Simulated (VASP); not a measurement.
# Ru (P6_3/mmc) in VASP: notebook

Runs on Ru. Level: PBE. Tasks: single point.

Program: VASP 6.6.1. These are calculated values, not measurements. Logs are shortened: lines on timing, memory, paths and dates and some standing lists are left out, and cuts for length are marked.

**1. The cell of the first run**

Symmetry: P6_3/mmc, No. 194, hexagonal system. The conventional cell has a = 2.704 Å, b = 2.704 Å, c = 4.282 Å, α = 90.00°, β = 90.00°, γ = 120.00°. Within 3.5 Å of Ru (site symmetry -6m2) lie 12 Ru at 2.65 to 2.70 Å.

**2. Single point, PBE**

INCAR reads:

```
PREC = Accurate ; ENCUT = 520
EDIFF = 1E-7 ; ISMEAR = -1
SIGMA = 0.1 ; LREAL = False
LASPH = True ; NELM = 80
ALGO = Normal ; ISIF = 2
LWAVE = False ; LCHARG = False
GGA = PE ; NBANDS = 21
```

KPOINTS reads:

```
Automatic mesh
0
Gamma
  10 10 6
```

POSCAR reads:

```
Ru
1.0
    2.7038898600      0.0000000000      0.0000000000
   -1.3519449300      2.3416373100      0.0000000000
    0.0000000000      0.0000000000      4.2816800000
Ru
2
Direct
    0.3333333300      0.6666666700      0.2500000000
    0.6666666700      0.3333333300      0.7500000000
```

Potentials or basis: VASP PAW PBE potentials, release 64 (Ru_pv).

Command:

```console
> cat potpaw_PBE.64/Ru_pv/POTCAR > POTCAR
> mpirun -np 1 vasp_std > vasp.out
```

OUTCAR:

```text
PREC = Accurate
   ENCUT = 520
   EDIFF = 1E-7
   ISMEAR = -1
   LREAL = False
   LASPH = True
   NELM = 80
   ISIF = 2
   GGA = PE

 ion  position               nearest neighbor table
   1  0.333  0.667  0.250-   2 2.65   2 2.65   2 2.65   2 2.65   2 2.65   2 2.65
   2  0.667  0.333  0.750-   1 2.65   1 2.65   1 2.65   1 2.65   1 2.65   1 2.65

  LATTYP: Found a hexagonal cell.
 ALAT       =     2.7038898600
 C/A-ratio  =     1.5835260390

  Lattice vectors:

 A1 = (   2.7038898600,   0.0000000000,   0.0000000000)
 A2 = (  -1.3519449300,   2.3416373100,   0.0000000000)
 A3 = (   0.0000000000,   0.0000000000,   4.2816800000)

Analysis of symmetry for initial positions (statically):
=====================================================================
 Subroutine PRICEL returns:
 Original cell was already a primitive cell.

 Routine SETGRP: Setting up the symmetry group for a
 hexagonal supercell.

 Subroutine GETGRP returns: Found 24 space group operations
 (whereof 12 operations were pure point group operations)
 out of a pool of 24 trial point group operations.

The static configuration has the point symmetry D_3d.
 The point group associated with its full space group is D_6h.

Analysis of symmetry for dynamics (positions and initial velocities):
=====================================================================
 Subroutine PRICEL returns:
 Original cell was already a primitive cell.

 Routine SETGRP: Setting up the symmetry group for a
 hexagonal supercell.

 Subroutine GETGRP returns: Found 24 space group operations
 (whereof 12 operations were pure point group operations)
 out of a pool of 24 trial point group operations.

The dynamic configuration has the point symmetry D_3d.
 The point group associated with its full space group is D_6h.

 Subroutine INISYM returns: Found 24 space group operations
 (whereof 12 operations are pure point group operations),
 and found     1 'primitive' translations

----------------------------------------------------------------------------------------

                                     Primitive cell

  volume of cell :      27.1096

  direct lattice vectors                    reciprocal lattice vectors
     2.703889860  0.000000000  0.000000000     0.369837550  0.213525809  0.000000000
    -1.351944930  2.341637310  0.000000000     0.000000000  0.427051617  0.000000000
     0.000000000  0.000000000  4.281680000     0.000000000  0.000000000  0.233553185

  length of vectors
     2.703889860  2.703889862  4.281680000     0.427051617  0.427051617  0.233553185

  position of ions in fractional coordinates (direct lattice)
     0.333333330  0.666666670  0.250000000
     0.666666670  0.333333330  0.750000000

  ion indices of the primitive-cell ions
   primitive index   ion index
                 1           1
                 2           2

----------------------------------------------------------------------------------------

 KPOINTS: Automatic mesh

Automatic generation of k-mesh.
 Grid dimensions read from file:
 generate k-points for:   10   10    6

 Generating k-lattice:

  Cartesian coordinates                     Fractional coordinates (reciprocal lattice)
     0.036983755  0.021352581  0.000000000     0.100000000  0.000000000  0.000000000
     0.000000000  0.042705162  0.000000000     0.000000000  0.100000000  0.000000000
     0.000000000  0.000000000  0.038925531     0.000000000  0.000000000  0.166666667

  Length of vectors
     0.042705162  0.042705162  0.038925531

  Shift w.r.t. Gamma in fractional coordinates (k-lattice)
     0.000000000  0.000000000  0.000000000

 Subroutine IBZKPT returns following result:
 ===========================================

 Found     56 irreducible k-points:

 Following reciprocal coordinates:
            Coordinates               Weight
  0.000000  0.000000  0.000000      1.000000
  0.100000  0.000000  0.000000      6.000000
  0.200000  0.000000  0.000000      6.000000
  0.300000 -0.000000  0.000000      6.000000
  0.400000  0.000000  0.000000      6.000000
  0.500000  0.000000  0.000000      3.000000
[... 16 lines left out ...]
  0.300000  0.100000  0.166667     24.000000
  0.400000  0.100000  0.166667     24.000000
 [... further k-points ...]
   k-points           NKPTS =     56   k-points in BZ     NKDIM =     56   number of bands    NBANDS=     21
   number of dos      NEDOS =    301   number of ions     NIONS =      2
   total plane-waves  NPLWV =  12800
   dimension x,y,z NGX =    20 NGY =   20 NGZ =   32
   dimension x,y,z NGXF=    40 NGYF=   40 NGZF=   64
   ions per type =               2
   NGX,Y,Z   is equivalent  to a cutoff of  12.30, 12.30, 12.42 a.u.
   NGXF,Y,Z  is equivalent  to a cutoff of  24.59, 24.59, 24.85 a.u.
 SYSTEM =  unknown system
   PREC   = accura    normal or accurate (medium, high low for compatibility)
   ISTART =      0    job   : 0-new  1-cont  2-samecut
   ICHARG =      2    charge: 1-file 2-atom 10-const
   ISPIN  =      1    spin polarized calculation?
   LNONCOLLINEAR =      F non collinear calculations
   LSORBIT =      F    spin-orbit coupling
   LASPH  =      T    aspherical Exc in radial PAW
   ENCUT  =  520.0 eV  38.22 Ry    6.18 a.u.   5.03  5.03  7.96*2*pi/ulx,y,z
   NELM   =     80;   NELMIN=  2; NELMDL= -5     # of ELM steps
   EDIFF  = 0.1E-06   stopping-criterion for ELM
   LREAL  =      F    real-space projection
   EDIFFG = 0.1E-05   stopping-criterion for IOM
   NSW    =      0    number of steps for IOM
   IBRION =     -1    ionic relax: 0-MD 1-quasi-New 2-CG
   NFREE  =      0    steps in history (QN), initial steepest desc. (CG)
   ISIF   =      2    stress and relaxation
   ISYM   =      2    0-nonsym 1-usesym 2-fastsym
   POTIM  = 0.5000    time-step for ionic-motion
   TEBEG  =    0.0;   TEEND  =   0.0 temperature during run
   PSTRESS=    0.0 pullay stress
   NELECT =      28.0000    total number of electrons
   NUPDOWN=      -1.0000    fix difference up-down
   EMIN   =  10.00;   EMAX   =-10.00  energy-range for DOS
   EFERMI =   0.00;   METHOD = LEGACY
   ISMEAR =    -1;   SIGMA  =   0.10  broadening in eV -4-tet -1-fermi 0-gaus
   EFERMI_NEDOS =   21; number of points for ismear=-14 and -15
   IALGO  =     38    algorithm
   IMIX   =      4    mixing-type and parameters
     AMIX     =   0.40;   BMIX     =  1.00
     AMIX_MAG =   1.60;   BMIX_MAG =  1.00
  volume/ion in A,a.u.               =      13.55        91.47
  Fermi-wavevector in a.u.,A,eV,Ry     =   1.654829  3.127174 37.259015  2.738460
  Thomas-Fermi vector in A             =   2.743030
   LORBIT       =      0    0 simple, 1 ext, 2 COOP (PROOUT), +10 PAW based schemes
   GGA     = PE    functional components
   LHFCALC =     F    Hartree Fock is set to
   AEXX    =    0.0000 exact exchange contribution
   IVDW    =     0    specifies the selected vdW correction
   LEPSILON=     F    determine dielectric tensor
   LRPA    =     F    only Hartree local field effects (RPA)
 non-spin polarized calculation
  energy-cutoff  :      520.00
  volume of cell :       27.11
 maximum number of plane-waves:       752
 NGX is ok and might be reduce to    20
   NGX =  9   NGY =  9   NGZ = 15

 number of electron      28.0000008 magnetization

 Free energy of the ion-electron system (eV)
  ---------------------------------------------------
  ext. energy  EPLUGINS =         0.00000000
  ---------------------------------------------------
  free energy    TOTEN  =       -18.47233537 eV

  energy without entropy =      -18.40858151  energy(sigma->0) =      -18.44045844

 E-fermi :  12.8776     XC(G=0): -14.1300

 val. band max:       12.8719875163   @ k =   0.1000   0.1000   0.3333
 cond. band min:      12.9044216317   @ k =   0.4000   0.0000   0.3333
 fundamental gap:      0.0324341155
 Fermi energy:        12.8776260548

 k-point     1 :       0.0000    0.0000    0.0000
  band No.  band energies     occupation
      1     -30.7851      2.00000
      2     -29.8446      2.00000
      3     -29.8446      2.00000
      4     -29.6743      2.00000
      5     -29.6743      2.00000
      6     -29.6374      2.00000
[... 13 lines left out ...]
     20      23.2907      0.00000
     21      23.3222      0.00000

 k-point     2 :       0.1000    0.0000    0.0000
  band No.  band energies     occupation
      1     -30.7511      2.00000
      2     -29.9166      2.00000
      3     -29.8688      2.00000
      4     -29.7491      2.00000
      5     -29.6843      2.00000
      6     -29.6532      2.00000
[... 13 lines left out ...]
     20      23.2907      0.00000
     21      23.3129      0.00000

 k-point     3 :       0.2000    0.0000    0.0000
  band No.  band energies     occupation
      1     -30.6557      2.00000
      2     -30.1050      2.00000
      3     -29.9396      2.00000
      4     -29.9293      2.00000
      5     -29.7126      2.00000
      6     -29.7009      2.00000
[... 13 lines left out ...]
     20      23.2906      0.00000
     21      23.3010      0.00000

 k-point     4 :       0.3000   -0.0000    0.0000
  band No.  band energies     occupation
      1     -30.5187      2.00000
      2     -30.3378      2.00000
      3     -30.1649      2.00000
      4     -30.0007      2.00000
      5     -29.7788      2.00000
      6     -29.7503      2.00000
[... 13 lines left out ...]
     20      23.2905      0.00000
     21      23.2949      0.00000

 k-point     5 :       0.4000    0.0000    0.0000
  band No.  band energies     occupation
      1     -30.5255      2.00000
      2     -30.3754      2.00000
      3     -30.3400      2.00000
      4     -30.0564      2.00000
      5     -29.8738      2.00000
      6     -29.7821      2.00000
[... 13 lines left out ...]
     20      23.2904      0.00000
     21      23.6259      0.00000
[... 382 lines left out ...]
     20      23.2906      0.00000
     21      24.4938      0.00000

 k-point    22 :       0.2000    0.1000    0.1667
  band No.  band energies     occupation
      1     -30.5565      2.00000
      2     -30.1916      2.00000
      3     -30.1369      2.00000
      4     -29.9606      2.00000
      5     -29.7850      2.00000
      6     -29.7494      2.00000
[... 13 lines left out ...]
     20      23.2906      0.00000
     21      24.6902      0.00000

 k-point    23 :       0.3000    0.1000    0.1667
  band No.  band energies     occupation
      1     -30.5396      2.00000
      2     -30.3579      2.00000
      3     -30.2374      2.00000
      4     -30.0436      2.00000
      5     -29.8487      2.00000
      6     -29.8045      2.00000
[... 13 lines left out ...]
     20      23.2904      0.00000
     21      24.2409      0.00000

 k-point    24 :       0.4000    0.1000    0.1667
  band No.  band energies     occupation
      1     -30.6128      2.00000
      2     -30.4398      2.00000
      3     -30.2202      2.00000
      4     -30.0780      2.00000
      5     -29.9144      2.00000
      6     -29.8413      2.00000
[... 13 lines left out ...]
     20      23.2898      0.00000
     21      23.5480      0.00000

 [... further k-points ...]
[... 5 lines left out ...]
  --------------------------------------------------------------------------------------
  -------------------------------------------------------------------------------------
  Total        1.0926753      1.0926753      0.4923205      0.0000000      0.0000000     -0.0000000
  in kB       64.5771506     64.5771507     29.0961599      0.0000000      0.0000000     -0.0000000
  external PRESSURE =      52.7501537 kB  Pullay stress =       0.0000000 kB

 VOLUME and BASIS-vectors are now :
 -----------------------------------------------------------------------------
  energy-cutoff  :      520.00
  volume of cell :       27.11
      direct lattice vectors                 reciprocal lattice vectors
     2.703889860  0.000000000  0.000000000     0.369837550  0.213525809  0.000000000
    -1.351944930  2.341637310  0.000000000     0.000000000  0.427051617  0.000000000
     0.000000000  0.000000000  4.281680000     0.000000000  0.000000000  0.233553185

 POSITION                                       TOTAL-FORCE (eV/Angst)
 -----------------------------------------------------------------------------------
     -0.00000      1.56109      1.07042        -0.000000      0.000000      0.000000
      1.35194      0.78055      3.21126         0.000000     -0.000000      0.000000
 -----------------------------------------------------------------------------------
    total drift:                               -0.000004      0.000003     -0.000000

  FREE ENERGIE OF THE ION-ELECTRON SYSTEM (eV)
  ---------------------------------------------------
  free  energy   TOTEN  =       -18.4723353716 eV

  energy  without entropy=      -18.4085815100  energy(sigma->0) =      -18.44045844
```

It took 30 s on 1 thread of Intel Xeon 8259CL, shared host; peak memory 0.15 GiB.

What came out:

* Free energy: -18.4723 eV
* Pressure: 5.3 GPa
* Band gap on the k mesh: zero (band 14 reaches 14.48 eV, above the bottom of band 15 at 11.27 eV)

Levels at points of the mesh, in eV from the Fermi level:
| k point | band 10 | band 11 | band 12 | band 13 | band 14 | band 15 | band 16 | band 17 | band 18 | band 19 |
| --- | --- | --- | --- | --- | --- | --- | --- | --- | --- | --- |
| (0.00, 0.00, 0.00) | -2.61 | -2.44 | -1.93 | -1.93 | -1.39 | -1.39 | 1.18 | 1.18 | 1.28 | 10.29 |
| (0.50, 0.00, 0.00) | -3.02 | -2.09 | -1.80 | -1.54 | 1.43 | 1.84 | 1.91 | 4.07 | 6.13 | 10.41 |
| (0.00, 0.00, 0.50) | -2.77 | -2.77 | -2.77 | -2.73 | -2.73 | 0.54 | 0.54 | 0.54 | 0.54 | 10.41 |
| (0.50, 0.00, 0.50) | -4.55 | -1.06 | -1.06 | 0.44 | 0.44 | 1.68 | 1.68 | 3.39 | 3.39 | 10.40 |

**3. Single point, PBE**

INCAR reads:

```
PREC = Accurate
ENCUT = 520
EDIFF = 1E-6
ISMEAR = -1
SIGMA = 0.15
LREAL = F
LASPH = T
NELM = 60
ALGO = Normal
ISIF = 2
LWAVE = F
LCHARG = F
GGA = PE
NBANDS = 21
```

KPOINTS reads:

```
regular mesh
0
Gamma
  10 10 6
```

POSCAR is that of step 2.

Potentials or basis: VASP PAW PBE potentials, release 64 (Ru_pv).

Command:

```console
> cat potpaw_PBE.64/Ru_pv/POTCAR > POTCAR
> mpirun -np 1 vasp_std > vasp.out
```

It took 28 s on 1 thread of Intel Xeon 8259CL, shared host; peak memory 0.15 GiB.

The run converged. Its results:

- Free energy: -18.5115 eV
- Pressure: 5.6 GPa
- Band gap on the k mesh: zero (band 14 reaches 14.49 eV, above the bottom of band 15 at 11.27 eV)

Stress tensor (GPa, compression positive):
```
6.47 0.00 0.00
0.00 6.47 0.00
0.00 0.00 3.89
```

Levels at points of the mesh, in eV from the Fermi level:
| k point | band 12 | band 13 | band 14 | band 15 | band 16 | band 17 |
| --- | --- | --- | --- | --- | --- | --- |
| (0.00, 0.00, 0.00) | -1.92 | -1.92 | -1.39 | -1.39 | 1.18 | 1.18 |
| (0.50, 0.00, 0.00) | -1.80 | -1.53 | 1.43 | 1.85 | 1.91 | 4.07 |
| (0.00, 0.00, 0.50) | -2.77 | -2.73 | -2.73 | 0.54 | 0.54 | 0.54 |
| (0.50, 0.00, 0.50) | -1.06 | 0.44 | 0.44 | 1.68 | 1.68 | 3.39 |

**4. Single point, PBE**

INCAR reads:

```
PREC = Accurate ; ENCUT = 520
EDIFF = 1E-7 ; ISMEAR = -5
SIGMA = 0.1 ; LREAL = F
LASPH = T ; NELM = 80
ALGO = Normal ; ISIF = 2
LWAVE = F ; LCHARG = F
GGA = PE ; NBANDS = 21
```

KPOINTS reads:

```
Automatic mesh
0
Gamma
  10 10 6
```

POSCAR is that of step 3.

Command:

```console
> cat potpaw_PBE.64/Ru_pv/POTCAR > POTCAR
> mpirun -np 1 vasp_std > vasp.out
```

Run time: 34 s. Hardware: 1 thread of Intel Xeon 8259CL, shared host; peak memory 0.15 GiB.

It converged, with:

```
Free energy            : -18.4485 eV
Pressure               : 4.9 GPa
Band gap on the k mesh : zero (band 14 reaches 14.47 eV, above the bottom of band 15 at 11.26 eV)
```

Stress tensor (GPa, compression positive):
```
5.83 0.00 0.00
0.00 5.83 0.00
0.00 0.00 3.16
```

Levels at points of the mesh, in eV from the Fermi level:
| k point | band 11 | band 12 | band 13 | band 14 | band 15 | band 16 | band 17 | band 18 |
| --- | --- | --- | --- | --- | --- | --- | --- | --- |
| (0.00, 0.00, 0.00) | -2.44 | -1.93 | -1.93 | -1.39 | -1.39 | 1.18 | 1.18 | 1.28 |
| (0.50, 0.00, 0.00) | -2.09 | -1.80 | -1.54 | 1.42 | 1.83 | 1.91 | 4.06 | 6.13 |
| (0.00, 0.00, 0.50) | -2.78 | -2.78 | -2.73 | -2.73 | 0.54 | 0.54 | 0.54 | 0.54 |
| (0.50, 0.00, 0.50) | -1.07 | -1.07 | 0.44 | 0.44 | 1.67 | 1.67 | 3.39 | 3.39 |

Caveat: tetrahedron occupations give inexact forces and stress in metals.

[end of part 1 of 2]
